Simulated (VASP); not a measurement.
Write the native input for VASP 6.6.1 that does the following.

* Task: single point
* Functional: PBEsol
* Potentials or basis: VASP PAW PBE potentials, release 64 (Pt)
* Cutoff: 520 eV
* k mesh: 13 × 13 × 13
* Occupations: gaussian, width 0.1 eV
* Spin: no spin polarisation
* Dipole correction: no
* Further INCAR settings: ALGO = Normal; EDIFF = 1e-06; NBANDS = 11

The structure of Pt lies in POSCAR:

```
Pt
1.0
   -1.5628089970      1.5628089970      1.5628089970
    1.5628089970     -1.5628089970      1.5628089970
    1.5628089970      1.5628089970     -1.5628089970
Pt
1
Direct
    0.0000000000      0.0000000000      0.0000000000
```

One way to write it, as run:

INCAR

```
PREC = Accurate
ENCUT = 520
EDIFF = 1E-6
ISMEAR = 0
SIGMA = 0.1
LREAL = False
LASPH = True
NELM = 80
ALGO = Normal
ISIF = 2
LWAVE = False
LCHARG = True
GGA = PS
LELF = True
LVHAR = True
NBANDS = 11
```

KPOINTS

```
Automatic mesh
0
Gamma
  13 13 13
```

Potentials or basis: VASP PAW PBE potentials, release 64 (Pt).

Command:

```console
$ cat potpaw_PBE.64/Pt/POTCAR > POTCAR
$ mpirun -np 1 vasp_std > vasp.out
```

Results of the run:

```json
{
  "Pressure": "-1.5 GPa",
  "Band gap on the k mesh": "zero (band 5 reaches 11.62 eV, above the bottom of band 6 at 9.44 eV)"
}
```

Caveat: the PAW data sets were made with another functional, which shifts forces and pressure a little; spin-orbit coupling is left out, which moves the levels of the heavy elements.

Wall time 7.5 s on 1 thread of Intel(R) Xeon(R) Platinum 8375C CPU @ 2.90GHz (Ice Lake), on a shared host, peak memory 0.13 GiB.
